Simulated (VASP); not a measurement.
# Sb (Fm-3m) in VASP: relaxation of cell and atoms with r2SCAN

Aim: the relaxation of cell and atoms of Sb with r2SCAN.

Everything below comes from runs of VASP 6.6.1. Logs are shortened: lines on timing, memory, paths and dates and some standing lists are left out, and cuts for length are marked.

## 1. The cell of the first run

The structure is cubic, space group Fm-3m (No. 225). Conventional cell: a = 4.940 Å, b = 4.940 Å, c = 4.940 Å, α = 90.00°, β = 90.00°, γ = 90.00°. Sb (site symmetry m-3m) has 12 Sb at 3.49 Å within 4.6 Å.

This isn't the form of Sb at room conditions, which is rhombohedral.

## 2. Relaxation of cell and atoms, r2SCAN

File POSCAR:

```
Sb
1.0
    0.0000000000      2.4700000000      2.4700000000
    2.4700000000      0.0000000000      2.4700000000
    2.4700000000      2.4700000000      0.0000000000
Sb
1
Direct
    0.0000000000      0.0000000000      0.0000000000
```

File INCAR.step1:

```
SYSTEM = Sb
ALGO = Normal ; EDIFF = 1E-5
EDIFFG = -0.005 ; ENCUT = 550
GGA = PE ; GGA_COMPAT = .False.
IBRION = 2 ; ISIF = 3
ISMEAR = 0 ; LASPH = .True.
LCHARG = .False. ; LREAL = .False.
LWAVE = .True. ; NELM = 120
NELMIN = 4 ; NSW = 100
PREC = Accurate ; SIGMA = 0.05
```

File INCAR.step2:

```
SYSTEM = Sb
ALGO = Normal ; EDIFF = 1E-7
EDIFFG = -0.02 ; ENCUT = 550
GGA_COMPAT = .False. ; IBRION = 2
ISIF = 3 ; ISMEAR = 0
ISTART = 1 ; LASPH = .True.
LCHARG = .False. ; LMIXTAU = .True.
LREAL = .False. ; LWAVE = .False.
METAGGA = R2SCAN ; NELM = 120
NELMIN = 4 ; NSW = 80
PREC = Accurate ; SIGMA = 0.05
```

File KPOINTS:

```
k-points
0
Gamma
  7 7 7
  0 0 0
```

Potentials or basis: VASP PAW PBE potentials, release 64 (Sb).

On the command line:

```
> cat potpaw_PBE.64/Sb/POTCAR > POTCAR
> cp INCAR.step1 INCAR
> mpirun -np 1 vasp_std > vasp.out
> cp INCAR.step2 INCAR
> mpirun -np 1 vasp_std > vasp.out
```

OUTCAR:

```text
SYSTEM = Sb
   EDIFF = 1E-7
   EDIFFG = -0.02
   ENCUT = 550
   IBRION = 2
   ISIF = 3
   ISMEAR = 0
   ISTART = 1
   LASPH = .True.
   LREAL = .False.
   METAGGA = R2SCAN
   NELM = 120
   NELMIN = 4
   NSW = 80
   PREC = Accurate

 ion  position               nearest neighbor table
   1  0.000  0.000  0.000-

  LATTYP: Found a face centered cubic cell.
 ALAT       =     4.9400000000

  Lattice vectors:

 A1 = (   0.0000000000,   2.4700000000,   2.4700000000)
 A2 = (   2.4700000000,   0.0000000000,   2.4700000000)
 A3 = (   2.4700000000,   2.4700000000,   0.0000000000)

Analysis of symmetry for initial positions (statically):
=====================================================================
 Subroutine PRICEL returns:
 Original cell was already a primitive cell.

 Routine SETGRP: Setting up the symmetry group for a
 face centered cubic supercell.

 Subroutine GETGRP returns: Found 48 space group operations
 (whereof 48 operations were pure point group operations)
 out of a pool of 48 trial point group operations.

The static configuration has the point symmetry O_h .

Analysis of symmetry for dynamics (positions and initial velocities):
=====================================================================
 Subroutine PRICEL returns:
 Original cell was already a primitive cell.

 Routine SETGRP: Setting up the symmetry group for a
 face centered cubic supercell.

 Subroutine GETGRP returns: Found 48 space group operations
 (whereof 48 operations were pure point group operations)
 out of a pool of 48 trial point group operations.

The dynamic configuration has the point symmetry O_h .

 Subroutine INISYM returns: Found 48 space group operations
 (whereof 48 operations are pure point group operations),
 and found     1 'primitive' translations

----------------------------------------------------------------------------------------

                                     Primitive cell

  volume of cell :      30.1384

  direct lattice vectors                    reciprocal lattice vectors
     0.000000000  2.470000000  2.470000000    -0.202429150  0.202429150  0.202429150
     2.470000000  0.000000000  2.470000000     0.202429150 -0.202429150  0.202429150
     2.470000000  2.470000000  0.000000000     0.202429150  0.202429150 -0.202429150

  length of vectors
     3.493107499  3.493107499  3.493107499     0.350617572  0.350617572  0.350617572

  position of ions in fractional coordinates (direct lattice)
     0.000000000  0.000000000  0.000000000

  ion indices of the primitive-cell ions
   primitive index   ion index
                 1           1

----------------------------------------------------------------------------------------

 KPOINTS: k-points

Automatic generation of k-mesh.
 Grid dimensions read from file:
 generate k-points for:    7    7    7

 Generating k-lattice:

  Cartesian coordinates                     Fractional coordinates (reciprocal lattice)
    -0.028918450  0.028918450  0.028918450     0.142857143  0.000000000  0.000000000
     0.028918450 -0.028918450  0.028918450     0.000000000  0.142857143  0.000000000
     0.028918450  0.028918450 -0.028918450     0.000000000  0.000000000  0.142857143

  Length of vectors
     0.050088225  0.050088225  0.050088225

  Shift w.r.t. Gamma in fractional coordinates (k-lattice)
     0.000000000  0.000000000  0.000000000

 Subroutine IBZKPT returns following result:
 ===========================================

 Found     20 irreducible k-points:

 Following reciprocal coordinates:
            Coordinates               Weight
  0.000000  0.000000  0.000000      1.000000
  0.142857  0.000000  0.000000      8.000000
  0.285714  0.000000  0.000000      8.000000
  0.428571  0.000000  0.000000      8.000000
  0.142857  0.142857  0.000000      6.000000
  0.285714  0.142857  0.000000     24.000000
[... 12 lines left out ...]
 -0.428571  0.428571  0.142857     24.000000
 -0.285714  0.428571  0.142857     24.000000
   k-points           NKPTS =     20   k-points in BZ     NKDIM =     20   number of bands    NBANDS=      6
   number of dos      NEDOS =    301   number of ions     NIONS =      1
   total plane-waves  NPLWV =  21952
   dimension x,y,z NGX =    28 NGY =   28 NGZ =   28
   dimension x,y,z NGXF=    56 NGYF=   56 NGZF=   56
   ions per type =               1
   NGX,Y,Z   is equivalent  to a cutoff of  13.33, 13.33, 13.33 a.u.
   NGXF,Y,Z  is equivalent  to a cutoff of  26.65, 26.65, 26.65 a.u.
 SYSTEM =  Sb
   PREC   = accura    normal or accurate (medium, high low for compatibility)
   ISTART =      1    job   : 0-new  1-cont  2-samecut
   ICHARG =      0    charge: 1-file 2-atom 10-const
   ISPIN  =      1    spin polarized calculation?
   LNONCOLLINEAR =      F non collinear calculations
   LSORBIT =      F    spin-orbit coupling
   LASPH  =      T    aspherical Exc in radial PAW
   ENCUT  =  550.0 eV  40.42 Ry    6.36 a.u.   6.68  6.68  6.68*2*pi/ulx,y,z
   NELM   =    120;   NELMIN=  4; NELMDL=  0     # of ELM steps
   EDIFF  = 0.1E-06   stopping-criterion for ELM
   LREAL  =      F    real-space projection
   EDIFFG = -.2E-01   stopping-criterion for IOM
   NSW    =     80    number of steps for IOM
   IBRION =      2    ionic relax: 0-MD 1-quasi-New 2-CG
   NFREE  =      1    steps in history (QN), initial steepest desc. (CG)
   ISIF   =      3    stress and relaxation
   ISYM   =      2    0-nonsym 1-usesym 2-fastsym
   POTIM  = 0.5000    time-step for ionic-motion
   TEBEG  =    0.0;   TEEND  =   0.0 temperature during run
   PSTRESS=    0.0 pullay stress
   NELECT =       5.0000    total number of electrons
   NUPDOWN=      -1.0000    fix difference up-down
   EMIN   =  10.00;   EMAX   =-10.00  energy-range for DOS
   EFERMI =   0.00;   METHOD = LEGACY
   ISMEAR =     0;   SIGMA  =   0.05  broadening in eV -4-tet -1-fermi 0-gaus
   EFERMI_NEDOS =   21; number of points for ismear=-14 and -15
   IALGO  =     38    algorithm
   IMIX   =      4    mixing-type and parameters
     AMIX     =   0.40;   BMIX     =  1.00
     AMIX_MAG =   1.60;   BMIX_MAG =  1.00
  volume/ion in A,a.u.               =      30.14       203.38
  Fermi-wavevector in a.u.,A,eV,Ry     =   0.899548  1.699900 11.009663  0.809187
  Thomas-Fermi vector in A             =   2.022396
   LORBIT       =      0    0 simple, 1 ext, 2 COOP (PROOUT), +10 PAW based schemes
   METAGGA = R2SCAN    functional components
   LHFCALC =     F    Hartree Fock is set to
   AEXX    =    0.0000 exact exchange contribution
   IVDW    =     0    specifies the selected vdW correction
   LEPSILON=     F    determine dielectric tensor
   LRPA    =     F    only Hartree local field effects (RPA)
 conjugate gradient relaxation of ions
 non-spin polarized calculation
 Gauss-broadening in eV      SIGMA  =   0.05
  energy-cutoff  :      550.00
  volume of cell :       30.14
 maximum number of plane-waves:       905
   NGX = 13   NGY = 13   NGZ = 13

--------------------------------------- Ionic step        1  -------------------------------------------

 number of electron       5.0000000 magnetization

 Free energy of the ion-electron system (eV)
  ---------------------------------------------------
  ext. energy  EPLUGINS =         0.00000000
  ---------------------------------------------------
  free energy    TOTEN  =       -25.15764594 eV

  energy without entropy =      -25.15351387  energy(sigma->0) =      -25.15557990

------------------------ aborting loop because EDIFF is reached ----------------------------------------

  FORCE on cell =-STRESS in cart. coord.  units (eV):
  Direction    XX          YY          ZZ          XY          YZ          ZX
  --------------------------------------------------------------------------------------
  -------------------------------------------------------------------------------------
  Total       -0.8919284     -0.8919284     -0.8919284     -0.0000000      0.0000000      0.0000000
  in kB      -47.4154334    -47.4154334    -47.4154334     -0.0000000      0.0000000      0.0000000
  external PRESSURE =     -47.4154334 kB  Pullay stress =       0.0000000 kB

 VOLUME and BASIS-vectors are now :
 -----------------------------------------------------------------------------
  energy-cutoff  :      550.00
  volume of cell :       30.14
      direct lattice vectors                 reciprocal lattice vectors
     0.000000000  2.470000000  2.470000000    -0.202429150  0.202429150  0.202429150
     2.470000000  0.000000000  2.470000000     0.202429150 -0.202429150  0.202429150
     2.470000000  2.470000000  0.000000000     0.202429150  0.202429150 -0.202429150
[... 36 lines left out ...]
 POSITION                                       TOTAL-FORCE (eV/Angst)
 -----------------------------------------------------------------------------------
      2.36372      0.00000      2.36372         0.000000      0.000000     -0.000000
 -----------------------------------------------------------------------------------
    total drift:                               -0.000000      0.000000     -0.000000

  FREE ENERGIE OF THE ION-ELECTRON SYSTEM (eV)
  ---------------------------------------------------
  free  energy   TOTEN  =       -25.2110576285 eV

  energy  without entropy=      -25.2062651569  energy(sigma->0) =      -25.20866139

--------------------------------------- Ionic step        3  -------------------------------------------

 number of electron       5.0000000 magnetization

 Free energy of the ion-electron system (eV)
  ---------------------------------------------------
  ext. energy  EPLUGINS =         0.00000000
  ---------------------------------------------------
  free energy    TOTEN  =       -25.21122499 eV

  energy without entropy =      -25.20587545  energy(sigma->0) =      -25.20855022

 E-fermi :   8.3591     XC(G=0): -10.8956

 val. band max:        8.3561266979   @ k =   0.4286   0.2857   0.0000
 cond. band min:       8.3795990723   @ k =   0.2857   0.1429   0.0000
 fundamental gap:      0.0234723744
 Fermi energy:         8.3591334614

 k-point     1 :       0.0000    0.0000    0.0000
  band No.  band energies     occupation
      1      -5.0690      2.00000
      2      14.3331      0.00000
      3      14.3331      0.00000
      4      14.3331      0.00000
      5      19.0604      0.00000
      6      19.0604      0.00000

 k-point     2 :       0.1429    0.0000    0.0000
  band No.  band energies     occupation
      1      -4.6364      2.00000
      2      11.2095      0.00000
      3      13.8210      0.00000
      4      13.8210      0.00000
      5      17.8815      0.00000
      6      19.8188      0.00000
[... 182 lines left out ...]
 POSITION                                       TOTAL-FORCE (eV/Angst)
 -----------------------------------------------------------------------------------
      0.00000      0.00000      0.00000        -0.000000      0.000000     -0.000000
 -----------------------------------------------------------------------------------
    total drift:                                0.000000      0.000000      0.000000

  FREE ENERGIE OF THE ION-ELECTRON SYSTEM (eV)
  ---------------------------------------------------
  free  energy   TOTEN  =       -25.2112249882 eV

  energy  without entropy=      -25.2058754513  energy(sigma->0) =      -25.20855022

 reached required accuracy - stopping structural energy minimisation
```

Run time: 36 s. Hardware: 1 thread of Intel Xeon 6975P-C (Granite Rapids), shared host; peak memory 0.17 GiB.

Results:

```
Free energy                           : -25.2112 eV
Relaxed volume                        : 26.62 Å³/atom
Relaxed cell                          : a = 3.352 Å, b = 3.352 Å, c = 3.352 Å, α = 60.00°, β = 60.00°, γ = 60.00°
Space group after relaxing (to 0.1 Å) : Fm-3m (No. 225)
Energy gained by relaxing             : 53.6 meV/atom
Ionic steps                           : 3
Pressure after relaxing               : -0.1 GPa
Band gap on the k mesh                : zero (an odd number of electrons rules out a gap without spin polarisation)
```

The path:
```csv
step,energy change (eV),largest force (eV/Å),pressure (GPa),volume (Å³)
1,0.0000,0.0000,-4.74,30.14
2,-0.0534,0.0000,0.33,26.41
3,-0.0536,0.0000,-0.07,26.62
```

Final structure:
```
Sb
1.0
     0.00000    2.36996    2.36996
     2.36996    0.00000    2.36996
     2.36996    2.36996    0.00000
Sb
1
Direct
  0.00000 0.00000 0.00000
```

Caveat: the PAW data sets were made with another functional, which shifts forces and pressure a little; spin-orbit coupling is left out, which moves the levels of the heavy elements.
